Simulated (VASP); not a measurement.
H14SO6, 21 atoms in the cell. The cell holds a disordered packing, 21 atoms: a = 6.782 Å, b = 6.782 Å, c = 6.782 Å, α = 90.00°, β = 90.00°, γ = 90.00°. 

```yaml
Program: VASP 6.6.1
Task: single point
Functional: PBE
Potentials_or_basis: VASP PAW PBE potentials, release 64 (O_h, H_h, S)
Cutoff: 1000 eV
k_mesh: 1 × 1 × 1
Occupations: fermi-dirac, width 0.05 eV
Spin: no spin polarisation
Dipole_correction: no
Further_INCAR_settings: LREAL = Auto; ALGO = Normal; EDIFF = 1e-06; NBANDS = 44
```

Potentials or basis: VASP PAW PBE potentials, release 64 (O_h, H_h, S).

Command:

```sh
$ cat potpaw_PBE.64/O_h/POTCAR potpaw_PBE.64/H_h/POTCAR potpaw_PBE.64/S/POTCAR > POTCAR
$ mpirun -np 1 vasp_gam > vasp.out
```

Hardware: 1 thread of Intel(R) Xeon(R) 6975P-C (Granite Rapids) (shared host).

Task: How long does it take, and how much memory?

Result: Wall time 41 s on 1 thread of Intel(R) Xeon(R) 6975P-C (Granite Rapids) (shared host), peak memory 0.66 GiB. Counts: scf iterations 17, k points 1.
